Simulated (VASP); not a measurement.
# S (P6/mmm) in VASP: relaxation of shape and atoms at fixed volume with PBE

Aim: the relaxation of shape and atoms at fixed volume of S with PBE.

Program: VASP 6.6.1. These are calculated values, not measurements. Logs are shortened: lines on timing, memory, paths and dates and some standing lists are left out, and cuts for length are marked.

### 1 The cell of the first run

The structure is hexagonal, space group P6/mmm (No. 191). The conventional cell has a = 6.656 Å, b = 6.656 Å, c = 2.098 Å, α = 90.00°, β = 90.00°, γ = 120.00°. Within 2.8 Å of S (site symmetry 6/mmm) lie 2 S at 2.10 Å. Within 2.8 Å of S (site symmetry -6m2) lie 2 S at 2.10 Å.

This isn't the form of S at room conditions, which is orthorhombic, of S8 rings.

### 2 Relaxation of shape and atoms at fixed volume, PBE

File INCAR:

```
PREC = Accurate ; ENCUT = 600
EDIFF = 1E-7 ; ISMEAR = -1
SIGMA = 0.1 ; LREAL = False
LASPH = True ; NELM = 60
ALGO = Normal ; ISIF = 4
LWAVE = False ; LCHARG = False
GGA = PE ; IBRION = 2
NSW = 50 ; EDIFFG = -0.005
```

File KPOINTS:

```
regular mesh
0
Gamma
  8 8 11
```

File POSCAR:

```
S
1.0
    6.6560226528      0.0000000000      0.0000000000
   -3.3280113264      5.7642847054      0.0000000000
    0.0000000000      0.0000000000      2.0983741537
S
3
Direct
    0.0000000000      0.0000000000      0.0000000000
    0.3333333333      0.6666666667      0.5000000000
    0.6666666667      0.3333333333      0.5000000000
```

Potentials or basis: VASP PAW PBE potentials, release 64 (S).

Launch:

```console
$ cat potpaw_PBE.64/S/POTCAR > POTCAR
$ mpirun -np 1 vasp_std > vasp.out
```

OUTCAR:

```text
PREC = Accurate
   ENCUT = 600
   EDIFF = 1E-7
   ISMEAR = -1
   LREAL = False
   LASPH = True
   NELM = 60
   ISIF = 4
   GGA = PE
   IBRION = 2
   NSW = 50
   EDIFFG = -0.005

 ion  position               nearest neighbor table
   1  0.000  0.000  0.000-
   2  0.333  0.667  0.500-
   3  0.667  0.333  0.500-

  LATTYP: Found a hexagonal cell.
 ALAT       =     6.6560226528
 C/A-ratio  =     0.3152594670

  Lattice vectors:

 A1 = (   6.6560226528,   0.0000000000,   0.0000000000)
 A2 = (  -3.3280113264,   5.7642847054,   0.0000000000)
 A3 = (   0.0000000000,   0.0000000000,   2.0983741537)

Analysis of symmetry for initial positions (statically):
=====================================================================
 Subroutine PRICEL returns:
 Original cell was already a primitive cell.

 Routine SETGRP: Setting up the symmetry group for a
 hexagonal supercell.

 Subroutine GETGRP returns: Found 24 space group operations
 (whereof 24 operations were pure point group operations)
 out of a pool of 24 trial point group operations.

The static configuration has the point symmetry D_6h.

Analysis of symmetry for dynamics (positions and initial velocities):
=====================================================================
 Subroutine PRICEL returns:
 Original cell was already a primitive cell.

 Routine SETGRP: Setting up the symmetry group for a
 hexagonal supercell.

 Subroutine GETGRP returns: Found 24 space group operations
 (whereof 24 operations were pure point group operations)
 out of a pool of 24 trial point group operations.

The dynamic configuration has the point symmetry D_6h.

 Subroutine INISYM returns: Found 24 space group operations
 (whereof 24 operations are pure point group operations),
 and found     1 'primitive' translations

----------------------------------------------------------------------------------------

                                     Primitive cell

  volume of cell :      80.5088

  direct lattice vectors                    reciprocal lattice vectors
     6.656022653  0.000000000  0.000000000     0.150239873  0.086741031  0.000000000
    -3.328011326  5.764284705  0.000000000     0.000000000  0.173482063  0.000000000
     0.000000000  0.000000000  2.098374154     0.000000000  0.000000000  0.476559434

  length of vectors
     6.656022653  6.656022653  2.098374154     0.173482063  0.173482063  0.476559434

  position of ions in fractional coordinates (direct lattice)
     0.000000000  0.000000000  0.000000000
     0.333333333  0.666666667  0.500000000
     0.666666667  0.333333333  0.500000000

  ion indices of the primitive-cell ions
   primitive index   ion index
                 1           1
                 2           2
                 3           3

----------------------------------------------------------------------------------------

 KPOINTS: regular mesh

Automatic generation of k-mesh.
 Grid dimensions read from file:
 generate k-points for:    8    8   11

 Generating k-lattice:

  Cartesian coordinates                     Fractional coordinates (reciprocal lattice)
     0.018779984  0.010842629  0.000000000     0.125000000  0.000000000  0.000000000
     0.000000000  0.021685258  0.000000000     0.000000000  0.125000000  0.000000000
     0.000000000  0.000000000  0.043323585     0.000000000  0.000000000  0.090909091

  Length of vectors
     0.021685258  0.021685258  0.043323585

  Shift w.r.t. Gamma in fractional coordinates (k-lattice)
     0.000000000  0.000000000  0.000000000

 Subroutine IBZKPT returns following result:
 ===========================================

 Found     60 irreducible k-points:

 Following reciprocal coordinates:
            Coordinates               Weight
  0.000000  0.000000  0.000000      1.000000
  0.125000  0.000000  0.000000      6.000000
  0.250000  0.000000  0.000000      6.000000
  0.375000  0.000000  0.000000      6.000000
  0.500000  0.000000  0.000000      3.000000
  0.125000  0.125000  0.000000      6.000000
[... 16 lines left out ...]
  0.250000  0.000000  0.181818     12.000000
  0.375000  0.000000  0.181818     12.000000
 [... further k-points ...]
   k-points           NKPTS =     60   k-points in BZ     NKDIM =     60   number of bands    NBANDS=     13
   number of dos      NEDOS =    301   number of ions     NIONS =      3
   total plane-waves  NPLWV =  52488
   dimension x,y,z NGX =    54 NGY =   54 NGZ =   18
   dimension x,y,z NGXF=   108 NGYF=  108 NGZF=   36
   ions per type =               3
   NGX,Y,Z   is equivalent  to a cutoff of  13.49, 13.49, 14.26 a.u.
   NGXF,Y,Z  is equivalent  to a cutoff of  26.97, 26.97, 28.52 a.u.
 SYSTEM =  unknown system
   PREC   = accura    normal or accurate (medium, high low for compatibility)
   ISTART =      0    job   : 0-new  1-cont  2-samecut
   ICHARG =      2    charge: 1-file 2-atom 10-const
   ISPIN  =      1    spin polarized calculation?
   LNONCOLLINEAR =      F non collinear calculations
   LSORBIT =      F    spin-orbit coupling
   LASPH  =      T    aspherical Exc in radial PAW
   ENCUT  =  600.0 eV  44.10 Ry    6.64 a.u.  13.29 13.29  4.19*2*pi/ulx,y,z
   NELM   =     60;   NELMIN=  2; NELMDL= -5     # of ELM steps
   EDIFF  = 0.1E-06   stopping-criterion for ELM
   LREAL  =      F    real-space projection
   EDIFFG = -.5E-02   stopping-criterion for IOM
   NSW    =     50    number of steps for IOM
   IBRION =      2    ionic relax: 0-MD 1-quasi-New 2-CG
   NFREE  =      1    steps in history (QN), initial steepest desc. (CG)
   ISIF   =      4    stress and relaxation
   ISYM   =      2    0-nonsym 1-usesym 2-fastsym
   POTIM  = 0.5000    time-step for ionic-motion
   TEBEG  =    0.0;   TEEND  =   0.0 temperature during run
   PSTRESS=    0.0 pullay stress
   NELECT =      18.0000    total number of electrons
   NUPDOWN=      -1.0000    fix difference up-down
   EMIN   =  10.00;   EMAX   =-10.00  energy-range for DOS
   EFERMI =   0.00;   METHOD = LEGACY
   ISMEAR =    -1;   SIGMA  =   0.10  broadening in eV -4-tet -1-fermi 0-gaus
   EFERMI_NEDOS =   21; number of points for ismear=-14 and -15
   IALGO  =     38    algorithm
   IMIX   =      4    mixing-type and parameters
     AMIX     =   0.40;   BMIX     =  1.00
     AMIX_MAG =   1.60;   BMIX_MAG =  1.00
  volume/ion in A,a.u.               =      26.84       181.10
  Fermi-wavevector in a.u.,A,eV,Ry     =   0.993615  1.877659 13.432623  0.987270
  Thomas-Fermi vector in A             =   2.125509
   LORBIT       =      0    0 simple, 1 ext, 2 COOP (PROOUT), +10 PAW based schemes
   GGA     = PE    functional components
   LHFCALC =     F    Hartree Fock is set to
   AEXX    =    0.0000 exact exchange contribution
   IVDW    =     0    specifies the selected vdW correction
   LEPSILON=     F    determine dielectric tensor
   LRPA    =     F    only Hartree local field effects (RPA)
 conjugate gradient relaxation of ions
 non-spin polarized calculation
  energy-cutoff  :      600.00
  volume of cell :       80.51
 maximum number of plane-waves:      2716
 NGX is ok and might be reduce to    54
   NGX = 27   NGY = 27   NGZ =  9

--------------------------------------- Ionic step        1  -------------------------------------------

 number of electron      17.9999999 magnetization

 Free energy of the ion-electron system (eV)
  ---------------------------------------------------
  ext. energy  EPLUGINS =         0.00000000
  ---------------------------------------------------
  free energy    TOTEN  =       -10.10811576 eV

  energy without entropy =       -9.98341129  energy(sigma->0) =      -10.04576353

------------------------ aborting loop because EDIFF is reached ----------------------------------------

  FORCE on cell =-STRESS in cart. coord.  units (eV):
  Direction    XX          YY          ZZ          XY          YZ          ZX
  --------------------------------------------------------------------------------------
  -------------------------------------------------------------------------------------
  Total        0.1868329      0.1868329      1.8505453      0.0000000     -0.0000000      0.0000000
  in kB        3.7180973      3.7180973     36.8270685      0.0000000     -0.0000000      0.0000000
  external PRESSURE =      14.7544210 kB  Pullay stress =       0.0000000 kB
[... 59 lines left out ...]
  energy  without entropy=      -10.0132348266  energy(sigma->0) =      -10.06652185

--------------------------------------- Ionic step        3  -------------------------------------------

 number of electron      17.9999997 magnetization

 Free energy of the ion-electron system (eV)
  ---------------------------------------------------
  ext. energy  EPLUGINS =         0.00000000
  ---------------------------------------------------
  free energy    TOTEN  =       -10.12050922 eV

  energy without entropy =      -10.01010390  energy(sigma->0) =      -10.06530656

 E-fermi :   1.7527     XC(G=0):  -8.1939

 val. band max:        1.7341234947   @ k =   0.2500   0.1250   0.3636
 cond. band min:       1.8122402815   @ k =   0.3750   0.0000   0.3636
 fundamental gap:      0.0781167868
 Fermi energy:         1.7527106639

 k-point     1 :       0.0000    0.0000    0.0000
  band No.  band energies     occupation
      1     -13.7557      2.00000
      2     -13.3972      2.00000
      3     -13.3858      2.00000
      4      -2.4347      2.00000
      5      -2.4347      2.00000
      6      -2.4213      2.00000
      7      -2.4213      2.00000
      8      -0.9089      2.00000
      9      -0.9089      2.00000
     10       5.7393      0.00000
     11      10.0272      0.00000
     12      10.0274      0.00000
     13      10.0277      0.00000
[... 353 lines left out ...]
 k-point    24 :       0.3750    0.0000    0.1818
  band No.  band energies     occupation
      1     -12.6325      2.00000
      2     -12.4909      2.00000
      3     -12.4293      2.00000
      4      -2.0058      2.00000
      5      -1.5819      2.00000
      6      -0.9249      2.00000
      7      -0.6972      2.00000
      8      -0.5916      2.00000
      9      -0.2755      2.00000
     10       5.0887      0.00000
     11       5.1931      0.00000
     12       5.2551      0.00000
     13       8.5966      0.00000

 [... further k-points ...]

------------------------ aborting loop because EDIFF is reached ----------------------------------------

  FORCE on cell =-STRESS in cart. coord.  units (eV):
  Direction    XX          YY          ZZ          XY          YZ          ZX
  --------------------------------------------------------------------------------------
  -------------------------------------------------------------------------------------
  Total        0.1790906      0.1790906      0.1797244     -0.0000000      0.0000000      0.0000000
  in kB        3.5640205      3.5640205      3.5766337     -0.0000000      0.0000000      0.0000000
  external PRESSURE =       3.5682249 kB  Pullay stress =       0.0000000 kB
[... 18 lines left out ...]
  FREE ENERGIE OF THE ION-ELECTRON SYSTEM (eV)
  ---------------------------------------------------
  free  energy   TOTEN  =       -10.1205092201 eV

  energy  without entropy=      -10.0101038997  energy(sigma->0) =      -10.06530656

 reached required accuracy - stopping structural energy minimisation
```

Run time: 96 s. Hardware: 1 thread of Intel Xeon 6975P-C (Granite Rapids), shared host; peak memory 0.24 GiB.

Results:

```
Free energy               : -10.1205 eV
Energy gained by relaxing : 4.1 meV/atom
Ionic steps               : 3
Pressure after relaxing   : 0.4 GPa
Band gap on the k mesh    : zero (bands 9 and 10 overlap by 1.69 eV)
```

The path:
```
step  energy change (eV)  largest force (eV/Å)  pressure (GPa)  volume (Å³)
   1              0.0000                0.0000            1.48        80.51
   2             -0.0117                0.0000            0.09        80.51
   3             -0.0124                0.0000            0.36        80.51
```

Final structure:
```yaml
crystal:
  lattice:
    - [6.60813, 0.00000, 0.00000]
    - [-3.30406, 5.72281, 0.00000]
    - [0.00000, 0.00000, 2.12890]
  atoms:
    - { symbol: S, position: [0.00000, 0.00000, 0.00000] }
    - { symbol: S, position: [0.33333, 0.66667, 0.50000] }
    - { symbol: S, position: [0.66667, 0.33333, 0.50000] }
```
